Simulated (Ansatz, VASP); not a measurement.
# Li2AlO2: VASP beside Ansatz

```
Li Al O
1.0
     2.83365    0.00000    0.00000
    -1.41682    2.45401    0.00000
     0.00000    0.00000    7.47102
Li Al O
2 1 2
Direct
  0.66667 0.33333 0.32117
  0.33333 0.66667 0.67883
  0.00000 0.00000 0.00000
  0.33333 0.66667 0.13748
  0.66667 0.33333 0.86252
```

Alike in both runs: functional PBE; k mesh 12 × 12 × 4; occupations gaussian, width 0.1 eV; no spin polarisation.

Ansatz relaxed the structure, and its values are those at the end. VASP's run is a single point on that final structure, the one shown.

|  | VASP | Ansatz |
| --- | --- | --- |
| version | VASP 6.6.1 | Ansatz 0.2.0 |
| potentials or method | VASP PAW PBE potentials, release 64 (Li_sv, Al, O), cutoff 520 eV | scalar-relativistic, plane waves, PAW |
| valence electrons in the cell | 21 | 21 |

```csv
,VASP,Ansatz,Ansatz less VASP
gap on the k mesh at the Fermi level (eV),none,none,-
rms of the force components (eV/Å),0.003,0.003,-0.0005
```

A gap of «none» marks a metal or a gap that the smearing closes.

Noted on VASP's run: the cutoff is under 1.25 times that of the potentials, so the pressure is a little rough.
